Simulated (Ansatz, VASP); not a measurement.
# N in VASP and in Ansatz

```xyz
16
Lattice="4.9309 2.8468 4.4025 -4.9309 2.8468 4.4025 0.0000 -5.6937 4.4025" Properties=species:S:1:pos:R:3 pbc="T T T"
N     2.5455   -2.3932    5.8193
N     3.3453    1.0078    7.3881
N     0.7999    3.4010    5.8193
N     0.0000    0.0000   12.6546
N     2.3854    0.4536    3.6181
N     1.5855   -1.8390    9.5894
N    -0.7999   -3.4010    7.3881
N     0.0000    0.0000    0.5529
N    -2.3854   -0.4536    9.5894
N     0.0000    0.0000    7.1566
N    -2.5455    2.3932    7.3881
N     0.0000    0.0000    6.0509
N    -3.3453   -1.0078    5.8193
N     0.7999    2.2926    9.5894
N    -1.5855    1.8390    3.6181
N    -0.7999   -2.2926    3.6181
```

Alike in both runs: task electric field gradients; functional PBE; k mesh 5 × 5 × 5; occupations fermi-dirac, width 0.05 eV; no spin polarisation.

|  | VASP | Ansatz |
| --- | --- | --- |
| version | VASP 6.6.1 | Ansatz 0.2.0 |
| potentials or method | VASP PAW PBE potentials, release 64 (N) | plane-wave PAW, scalar-relativistic |
| plane-wave cutoff (eV) | 520 | 420 |
| valence electrons in the cell | 80 | 80 |

```tsv
	VASP	Ansatz	Ansatz less VASP
gap on the k mesh at the Fermi level (eV)	7.32	7.37	+0.044
pressure (GPa)	1.6	-0.3	-1.88
traceless stress, the component that is largest in VASP (GPa)	0.65	-0.35	-1.007
rms of the force components (eV/Å)	0.624	0.329	-0.2947
size of Vzz on the site where it differs most (V/Å²)	121.6	108.4	-13.28
```

Atom by atom the forces differ by 0.953 eV/Å (rms over components). One of these differences is far larger than is usual between the two programs; its cause wasn't traced. With one functional, cell and mesh, what is left measures potentials, basis and numerics.

Noted on VASP's run: the standard files for N, O and F lose accuracy on very short bonds.
